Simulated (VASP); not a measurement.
# Be (P6_3/mmc) in VASP: notebook

The runs below take Be through single point, with BLYP.

Program: VASP 6.6.1. These are calculated values, not measurements. Logs are shortened: lines on timing, memory, paths and dates and some standing lists are left out, and cuts for length are marked.

## 1. The cell of the first run

It takes space group P6_3/mmc (No. 194, hexagonal). Conventional cell: a = 2.259 Å, b = 2.259 Å, c = 7.166 Å, α = 90.00°, β = 90.00°, γ = 120.00°. Within 2.9 Å of Be (site symmetry -3m) lie 12 Be at 2.22 to 2.26 Å. Be (site symmetry -6m2) has 12 Be at 2.22 to 2.26 Å within 2.9 Å.

## 2. Single point, BLYP

Contents of INCAR:

```
  PREC = Accurate
  ENCUT = 520
  EDIFF = 1E-6
  ISMEAR = -1
  SIGMA = 0.1
  LREAL = F
  LASPH = T
  NELM = 100
  ALGO = Normal
  ISIF = 2
  LWAVE = F
  LCHARG = F
  GGA = B5
  ALDAX = 1.0
  AGGAX = 1.0
  AGGAC = 1.0
  ALDAC = 0.0
  NBANDS = 12
```

Contents of KPOINTS:

```
regular mesh
0
Gamma
  16 16 5
```

Contents of POSCAR:

```
Be
1.0
    2.2594386333      0.0000000000      0.0000000000
   -1.1297193167      1.9567312547      0.0000000000
    0.0000000000      0.0000000000      7.1656445175
Be
4
Direct
    1.0000000000      0.0000000000      0.0000000000
    1.0000000000      0.0000000000      0.5000000000
    0.3333333333      0.6666666667      0.2500000000
    0.6666666667      0.3333333333      0.7500000000
```

Potentials or basis: VASP PAW PBE potentials, release 64 (Be).

Started as:

```console
$ cat potpaw_PBE.64/Be/POTCAR > POTCAR
$ mpirun -np 1 vasp_std > vasp.out
```

OUTCAR:

```text
PREC = Accurate
   ENCUT = 520
   EDIFF = 1E-6
   ISMEAR = -1
   LREAL = F
   LASPH = T
   NELM = 100
   ISIF = 2
   GGA = B5

 ion  position               nearest neighbor table
   1  0.000  0.000  0.000-   3 2.22   4 2.22   3 2.22   4 2.22   4 2.22   3 2.22
   2  0.000  0.000  0.500-   3 2.22   4 2.22   3 2.22   4 2.22   4 2.22   3 2.22
   3  0.333  0.667  0.250-   1 2.22   2 2.22   1 2.22   2 2.22   1 2.22   2 2.22
   4  0.667  0.333  0.750-   1 2.22   2 2.22   1 2.22   2 2.22   1 2.22   2 2.22

  LATTYP: Found a hexagonal cell.
 ALAT       =     2.2594386333
 C/A-ratio  =     3.1714269252

  Lattice vectors:

 A1 = (   2.2594386333,   0.0000000000,   0.0000000000)
 A2 = (  -1.1297193167,   1.9567312547,   0.0000000000)
 A3 = (   0.0000000000,   0.0000000000,   7.1656445175)

Analysis of symmetry for initial positions (statically):
=====================================================================
 Subroutine PRICEL returns:
 Original cell was already a primitive cell.

 Routine SETGRP: Setting up the symmetry group for a
 hexagonal supercell.

 Subroutine GETGRP returns: Found 24 space group operations
 (whereof 12 operations were pure point group operations)
 out of a pool of 24 trial point group operations.

The static configuration has the point symmetry D_3d.
 The point group associated with its full space group is D_6h.

Analysis of symmetry for dynamics (positions and initial velocities):
=====================================================================
 Subroutine PRICEL returns:
 Original cell was already a primitive cell.

 Routine SETGRP: Setting up the symmetry group for a
 hexagonal supercell.

 Subroutine GETGRP returns: Found 24 space group operations
 (whereof 12 operations were pure point group operations)
 out of a pool of 24 trial point group operations.

The dynamic configuration has the point symmetry D_3d.
 The point group associated with its full space group is D_6h.

 Subroutine INISYM returns: Found 24 space group operations
 (whereof 12 operations are pure point group operations),
 and found     1 'primitive' translations

----------------------------------------------------------------------------------------

                                     Primitive cell

  volume of cell :      31.6801

  direct lattice vectors                    reciprocal lattice vectors
     2.259438633  0.000000000  0.000000000     0.442587812  0.255528192  0.000000000
    -1.129719317  1.956731255  0.000000000     0.000000000  0.511056384  0.000000000
     0.000000000  0.000000000  7.165644517     0.000000000  0.000000000  0.139554788
[... 96 lines left out ...]
   POTIM  = 0.5000    time-step for ionic-motion
   TEBEG  =    0.0;   TEEND  =   0.0 temperature during run
   PSTRESS=    0.0 pullay stress
   NELECT =       8.0000    total number of electrons
   NUPDOWN=      -1.0000    fix difference up-down
   EMIN   =  10.00;   EMAX   =-10.00  energy-range for DOS
   EFERMI =   0.00;   METHOD = LEGACY
   ISMEAR =    -1;   SIGMA  =   0.10  broadening in eV -4-tet -1-fermi 0-gaus
   EFERMI_NEDOS =   21; number of points for ismear=-14 and -15
   IALGO  =     38    algorithm
   IMIX   =      4    mixing-type and parameters
     AMIX     =   0.40;   BMIX     =  1.00
     AMIX_MAG =   1.60;   BMIX_MAG =  1.00
  volume/ion in A,a.u.               =       7.92        53.45
  Fermi-wavevector in a.u.,A,eV,Ry     =   1.034767  1.955426 14.568335  1.070742
  Thomas-Fermi vector in A             =   2.169078
   LORBIT       =      0    0 simple, 1 ext, 2 COOP (PROOUT), +10 PAW based schemes
   GGA     = B5    functional components
   LHFCALC =     F    Hartree Fock is set to
   AEXX    =    0.0000 exact exchange contribution
   IVDW    =     0    specifies the selected vdW correction
   LEPSILON=     F    determine dielectric tensor
   LRPA    =     F    only Hartree local field effects (RPA)
 non-spin polarized calculation
  energy-cutoff  :      520.00
  volume of cell :       31.68
 maximum number of plane-waves:       868
 NGX is ok and might be reduce to    18
   NGX =  9   NGY =  9   NGZ = 27

 number of electron       8.0000000 magnetization

 Free energy of the ion-electron system (eV)
  ---------------------------------------------------
  ext. energy  EPLUGINS =         0.00000000
  ---------------------------------------------------
  free energy    TOTEN  =       -12.30908083 eV

  energy without entropy =      -12.30204643  energy(sigma->0) =      -12.30556363

 E-fermi :   7.5067     XC(G=0): -10.0637

 val. band max:        7.5032197112   @ k =   0.3125   0.1250   0.0000
 cond. band min:       7.5127949021   @ k =   0.3125   0.3125   0.4000
 fundamental gap:      0.0095751909
 Fermi energy:         7.5067068295

 k-point     1 :       0.0000    0.0000    0.0000
  band No.  band energies     occupation
      1      -3.8152      2.00000
      2      -1.7018      2.00000
      3      -1.6763      2.00000
      4       2.9595      2.00000
      5       8.4772      0.00012
      6      17.8794      0.00000
      7      17.8859      0.00000
      8      23.3904      0.00000
      9      23.3904      0.00000
     10      24.5704      0.00000
     11      24.5706      0.00000
     12      24.8817      0.00000
[... 331 lines left out ...]
 k-point    24 :       0.2500    0.1875    0.0000
  band No.  band energies     occupation
      1       0.3540      2.00000
      2       2.4211      2.00000
      3       2.4312      2.00000
      4       8.2193      0.00161
      5       8.5328      0.00007
      6      11.3234      0.00000
      7      12.6326      0.00000
      8      12.8399      0.00000
      9      14.0456      0.00000
     10      15.9874      0.00000
     11      18.2394      0.00000
     12      19.5079      0.00000

 [... further k-points ...]
[... 5 lines left out ...]
  --------------------------------------------------------------------------------------
  -------------------------------------------------------------------------------------
  Total        0.0224632      0.0224632     -0.0005325     -0.0000000     -0.0000000      0.0000000
  in kB        1.1360443      1.1360443     -0.0269298     -0.0000000     -0.0000000      0.0000000
  external PRESSURE =       0.7483863 kB  Pullay stress =       0.0000000 kB

 VOLUME and BASIS-vectors are now :
 -----------------------------------------------------------------------------
  energy-cutoff  :      520.00
  volume of cell :       31.68
      direct lattice vectors                 reciprocal lattice vectors
     2.259438633  0.000000000  0.000000000     0.442587812  0.255528192  0.000000000
    -1.129719317  1.956731255  0.000000000     0.000000000  0.511056384  0.000000000
     0.000000000  0.000000000  7.165644517     0.000000000  0.000000000  0.139554788

 POSITION                                       TOTAL-FORCE (eV/Angst)
 -----------------------------------------------------------------------------------
      0.00000      0.00000      0.00000         0.000000      0.000000      0.000000
      0.00000      0.00000      3.58282         0.000000      0.000000      0.000000
     -0.00000      1.30449      1.79141         0.000000     -0.000000      0.000000
      1.12972      0.65224      5.37423        -0.000000      0.000000     -0.000000
 -----------------------------------------------------------------------------------
    total drift:                               -0.000000      0.000000     -0.000000

  FREE ENERGIE OF THE ION-ELECTRON SYSTEM (eV)
  ---------------------------------------------------
  free  energy   TOTEN  =       -12.3090808348 eV

  energy  without entropy=      -12.3020464334  energy(sigma->0) =      -12.30556363
```

Wall time 17 s (1 thread of AMD EPYC 9R45 (Zen 5), shared host); peak memory 0.12 GiB.

Results:

```
Free energy            : -12.3091 eV
Pressure               : 0.1 GPa
Band gap on the k mesh : zero (band 4 reaches 8.35 eV, above the bottom of band 5 at 6.78 eV)
```

Caveat: the PAW data sets were made with another functional, which shifts forces and pressure a little.

## 3. Single point, BLYP (volume scaled by 0.88)

Contents of INCAR:

```
SYSTEM = Be
  PREC = Accurate
  ENCUT = 520
  EDIFF = 1E-6
  ISMEAR = -1
  SIGMA = 0.1
  LREAL = .False.
  LASPH = .True.
  NELM = 100
  ALGO = Normal
  ISIF = 2
  LWAVE = .False.
  LCHARG = .True.
  GGA = B5
  ALDAX = 1.0
  AGGAX = 1.0
  AGGAC = 1.0
  ALDAC = 0.0
  LELF = .True.
  LVHAR = .True.
  NBANDS = 12
```

Contents of KPOINTS:

```
Automatic mesh
0
Gamma
  18 18 5
  0 0 0
```

Contents of POSCAR:

```
Be
1.0
    2.1651838267      0.0000000000      0.0000000000
   -1.0825919134      1.8751041977      0.0000000000
    0.0000000000      0.0000000000      6.8667222859
Be
4
Direct
    1.0000000000      0.0000000000      0.0000000000
    1.0000000000      0.0000000000      0.5000000000
    0.3333333333      0.6666666667      0.2500000000
    0.6666666667      0.3333333333      0.7500000000
```

Potentials or basis: VASP PAW PBE potentials, release 64 (Be).

Started as:

```console
$ cat potpaw_PBE.64/Be/POTCAR > POTCAR
$ mpirun -np 1 vasp_std > vasp.out
```

It took 18 s on 1 thread of AMD EPYC 9R45 (Zen 5), shared host; peak memory 0.12 GiB.

The run converged. Its results:

* Free energy: -12.0920 eV
* Pressure: 19.1 GPa
* Band gap on the k mesh: zero (band 4 reaches 9.47 eV, above the bottom of band 5 at 7.95 eV)

Stress tensor (GPa, compression positive):
```
17.96  0.00  0.00
 0.00 17.96  0.00
 0.00  0.00 21.44
```

Levels at points of the mesh, in eV from the Fermi level:
| k point | band 2 | band 3 | band 4 | band 5 | band 6 | band 7 |
| --- | --- | --- | --- | --- | --- | --- |
| (0.00, 0.00, 0.00) | -9.94 | -9.90 | -5.15 | 1.32 | 11.36 | 11.37 |
| (0.50, 0.00, 0.00) | -4.43 | -4.16 | -3.07 | 1.48 | 1.63 | 4.41 |

Caveat: the PAW data sets were made with another functional, which shifts forces and pressure a little.

## 4. Single point, BLYP (volume scaled by 0.92)

Contents of INCAR:

```
SYSTEM = Be
  AGGAC = 1.0
  AGGAX = 1.0
  ALDAC = 0.0
  ALDAX = 1.0
  ALGO = Normal
  EDIFF = 1E-6
  ENCUT = 520
  GGA = B5
  ISIF = 2
  ISMEAR = -1
  LASPH = .TRUE.
  LCHARG = .TRUE.
  LELF = .TRUE.
  LREAL = .FALSE.
  LVHAR = .TRUE.
  LWAVE = .FALSE.
  NBANDS = 12
  NELM = 60
  PREC = Accurate
  SIGMA = 0.1
```

Contents of KPOINTS:

```
k-points
0
G
  18 18 5
  0 0 0
```

Contents of POSCAR:

```
Be
1.0
    2.1975047683      0.0000000000      0.0000000000
   -1.0987523842      1.9030949542      0.0000000000
    0.0000000000      0.0000000000      6.9692257903
Be
4
Direct
    1.0000000000      0.0000000000      0.0000000000
    1.0000000000      0.0000000000      0.5000000000
    0.3333333333      0.6666666667      0.2500000000
    0.6666666667      0.3333333333      0.7500000000
```

Potentials or basis: VASP PAW PBE potentials, release 64 (Be).

Started as:

```console
$ cat potpaw_PBE.64/Be/POTCAR > POTCAR
$ mpirun -np 1 vasp_std > vasp.out
```

OUTCAR:

```text
SYSTEM = Be
   EDIFF = 1E-6
   ENCUT = 520
   GGA = B5
   ISIF = 2
   ISMEAR = -1
   LASPH = .TRUE.
   LREAL = .FALSE.
   NELM = 60
   PREC = Accurate

 ion  position               nearest neighbor table
   1  0.000  0.000  0.000-   3 2.16   4 2.16   3 2.16   4 2.16   4 2.16   3 2.16
   2  0.000  0.000  0.500-   3 2.16   4 2.16   3 2.16   4 2.16   4 2.16   3 2.16
   3  0.333  0.667  0.250-   1 2.16   2 2.16   1 2.16   2 2.16   1 2.16   2 2.16
   4  0.667  0.333  0.750-   1 2.16   2 2.16   1 2.16   2 2.16   1 2.16   2 2.16

  LATTYP: Found a hexagonal cell.
 ALAT       =     2.1975047683
 C/A-ratio  =     3.1714269251

  Lattice vectors:

 A1 = (   2.1975047683,   0.0000000000,   0.0000000000)
 A2 = (  -1.0987523842,   1.9030949542,   0.0000000000)
 A3 = (   0.0000000000,   0.0000000000,   6.9692257903)

Analysis of symmetry for initial positions (statically):
=====================================================================
 Subroutine PRICEL returns:
 Original cell was already a primitive cell.

 Routine SETGRP: Setting up the symmetry group for a
 hexagonal supercell.

 Subroutine GETGRP returns: Found 24 space group operations
 (whereof 12 operations were pure point group operations)
[... 179 lines left out ...]
      2      -1.3953      2.00000
      3      -1.3659      2.00000
      4       3.3516      2.00000
      5       9.4784      0.00002
      6      19.2914      0.00000
      7      19.2974      0.00000
      8      25.2038      0.00000
      9      25.2038      0.00000
     10      26.4575      0.00000
     11      26.4580      0.00000
     12      26.8027      0.00000
[... 331 lines left out ...]
 k-point    24 :       0.3889    0.1111    0.0000
  band No.  band energies     occupation
      1       2.4407      2.00000
      2       4.1377      2.00000
      3       4.2094      2.00000
      4       6.3348      2.00000
      5      10.0294      0.00000
      6      10.5049      0.00000
      7      12.0133      0.00000
      8      14.1507      0.00000
      9      15.6969      0.00000
     10      16.3374      0.00000
     11      18.8813      0.00000
     12      20.0607      0.00000

 [... further k-points ...]
[... 5 lines left out ...]
  --------------------------------------------------------------------------------------
  -------------------------------------------------------------------------------------
  Total        1.9627942      1.9627942      2.4094111     -0.0000000     -0.0000000      0.0000000
  in kB      107.8972855    107.8972855    132.4483871     -0.0000000     -0.0000000      0.0000000
  external PRESSURE =     116.0809861 kB  Pullay stress =       0.0000000 kB

 VOLUME and BASIS-vectors are now :
 -----------------------------------------------------------------------------
  energy-cutoff  :      520.00
  volume of cell :       29.15
      direct lattice vectors                 reciprocal lattice vectors
     2.197504768  0.000000000  0.000000000     0.455061584  0.262729928  0.000000000
    -1.098752384  1.903094954  0.000000000     0.000000000  0.525459856  0.000000000
     0.000000000  0.000000000  6.969225790     0.000000000  0.000000000  0.143487961

 POSITION                                       TOTAL-FORCE (eV/Angst)
 -----------------------------------------------------------------------------------
      0.00000      0.00000      0.00000        -0.000000      0.000000      0.000000
      0.00000      0.00000      3.48461        -0.000000      0.000000      0.000000
     -0.00000      1.26873      1.74231        -0.000000      0.000000     -0.000000
      1.09875      0.63436      5.22692         0.000000     -0.000000     -0.000000
 -----------------------------------------------------------------------------------
    total drift:                                0.000000     -0.000000     -0.000000

  FREE ENERGIE OF THE ION-ELECTRON SYSTEM (eV)
  ---------------------------------------------------
  free  energy   TOTEN  =       -12.2127302515 eV

  energy  without entropy=      -12.2030284938  energy(sigma->0) =      -12.20787937
```

OSZICAR:

```text
N       E                     dE             d eps       ncg     rms          rms(c)
DAV:   1     0.505729743875E+01    0.50573E+01   -0.36639E+03  2664   0.569E+02
DAV:   2    -0.119960392404E+02   -0.17053E+02   -0.16243E+02  3456   0.108E+02
DAV:   3    -0.124326635575E+02   -0.43662E+00   -0.43298E+00  3896   0.120E+01
DAV:   4    -0.124341556879E+02   -0.14921E-02   -0.14915E-02  3264   0.707E-01
DAV:   5    -0.124341604905E+02   -0.48026E-05   -0.48018E-05  3712   0.366E-02    0.179E+00
DAV:   6    -0.122713356781E+02    0.16282E+00   -0.16906E-02  3176   0.113E+00    0.110E+00
DAV:   7    -0.122127846865E+02    0.58551E-01   -0.23505E-02  3228   0.142E+00    0.759E-02
DAV:   8    -0.122127338954E+02    0.50791E-04   -0.27189E-04  3636   0.121E-01    0.270E-02
DAV:   9    -0.122127300346E+02    0.38607E-05   -0.25447E-05  3316   0.468E-02    0.864E-03
DAV:  10    -0.122127319675E+02   -0.19328E-05   -0.68377E-06  3760   0.155E-02    0.154E-03
DAV:  11    -0.122127309061E+02    0.10614E-05   -0.26277E-07  1948   0.427E-03    0.649E-04
DAV:  12    -0.122127302515E+02    0.65453E-06   -0.40749E-08  1928   0.177E-03
   1 F= -.12212730E+02 E0= -.12207879E+02  d E =-.970176E-02
```

stdout:

```text
POSCAR found type information on POSCAR Be
 POSCAR found :  1 types and       4 ions
 scaLAPACK will be used
 -----------------------------------------------------------------------------
|                                                                             |
|                                                                             |
|     You enforced a specific xc type in the INCAR file but a different       |
|     I HOPE YOU KNOW WHAT YOU ARE DOING!                                     |
|                                                                             |
 -----------------------------------------------------------------------------

 LDA part: xc-table for (Slater(with rela. corr.)+VWN5), standard interpolation
 POSCAR, INCAR and KPOINTS ok, starting setup
 FFT: planning ... GRIDC
 FFT: planning ... GRID_SOFT
 FFT: planning ... GRID
 WAVECAR not read
 entering main loop
```

It took 18 s on 1 thread of AMD EPYC 9R45 (Zen 5), shared host; peak memory 0.12 GiB.

Results:

```
Free energy            : -12.2127 eV
Pressure               : 11.6 GPa
Band gap on the k mesh : zero (band 4 reaches 9.07 eV, above the bottom of band 5 at 7.60 eV)
```

Stress tensor (GPa, compression positive):
```
10.79  0.00  0.00
 0.00 10.79  0.00
 0.00  0.00 13.24
```

Caveat: the PAW data sets were made with another functional, which shifts forces and pressure a little.

## 5. Single point, BLYP (volume scaled by 0.96)

Contents of INCAR:

```
PREC = Accurate
ENCUT = 520
EDIFF = 1E-7
ISMEAR = -1
SIGMA = 0.1
LREAL = F
LASPH = T
NELM = 100
ALGO = Normal
ISIF = 2
LWAVE = F
LCHARG = T
GGA = B5
ALDAX = 1.0
AGGAX = 1.0
AGGAC = 1.0
ALDAC = 0.0
LELF = T
LVHAR = T
NBANDS = 12
```

Contents of KPOINTS:

```
regular mesh
0
Gamma
  18 18 5
```

Contents of POSCAR:

```
Be
1.0
    2.2289019354      0.0000000000      0.0000000000
   -1.1144509677      1.9302856986      0.0000000000
    0.0000000000      0.0000000000      7.0687996117
Be
4
Direct
    1.0000000000      0.0000000000      0.0000000000
    1.0000000000      0.0000000000      0.5000000000
    0.3333333333      0.6666666667      0.2500000000
    0.6666666667      0.3333333333      0.7500000000
```

Started as:

```console
$ cat potpaw_PBE.64/Be/POTCAR > POTCAR
$ mpirun -np 1 vasp_std > vasp.out
```

Run time: 24 s. Hardware: 1 thread of AMD EPYC 9R45 (Zen 5), shared host; peak memory 0.13 GiB.

The run converged. Its results:

| Item | Value |
| --- | --- |
| Free energy | -12.2791 eV |
| Pressure | 5.3 GPa |
| Band gap on the k mesh | zero (band 4 reaches 8.69 eV, above the bottom of band 5 at 7.27 eV) |

Stress tensor (GPa, compression positive):
```
4.81 0.00 0.00
0.00 4.81 0.00
0.00 0.00 6.38
```

Levels at points of the mesh, in eV from the Fermi level:
| k point | band 1 | band 2 | band 3 | band 4 | band 5 | band 6 | band 7 | band 8 |
| --- | --- | --- | --- | --- | --- | --- | --- | --- |
| (0.00, 0.00, 0.00) | -11.67 | -9.52 | -9.49 | -4.82 | 0.99 | 10.60 | 10.60 | 16.30 |
| (0.50, 0.00, 0.00) | -5.19 | -4.21 | -3.89 | -2.94 | 1.21 | 1.32 | 4.16 | 6.10 |

Caveat: the PAW data sets were made with another functional, which shifts forces and pressure a little.

## 6. Overview

| cell | k mesh | gap on the mesh (eV) | pressure (GPa) |
| --- | --- | --- | --- |
| a = 2.259, b = 2.259, c = 7.166 Å, angles 90.0, 90.0, 120.0°, 4 atoms | 16 × 16 × 5 | none | 0.1 |
| a = 2.165, b = 2.165, c = 6.867 Å, angles 90.0, 90.0, 120.0°, 4 atoms | 18 × 18 × 5 | none | 19.1 |
| a = 2.198, b = 2.198, c = 6.969 Å, angles 90.0, 90.0, 120.0°, 4 atoms | 18 × 18 × 5 | none | 11.6 |
| a = 2.229, b = 2.229, c = 7.069 Å, angles 90.0, 90.0, 120.0°, 4 atoms | 18 × 18 × 5 | none | 5.3 |

Alike in all rows: task single point; level BLYP; potentials or basis VASP PAW PBE potentials, release 64 (Be); no spin polarisation; cutoff (eV) 520; smearing fermi-dirac 0.1 eV.

Caveats: the PAW data sets were made with another functional, which shifts forces and pressure a little.

Total energies depend on the potentials used, so only differences within one code and one set of settings carry meaning.
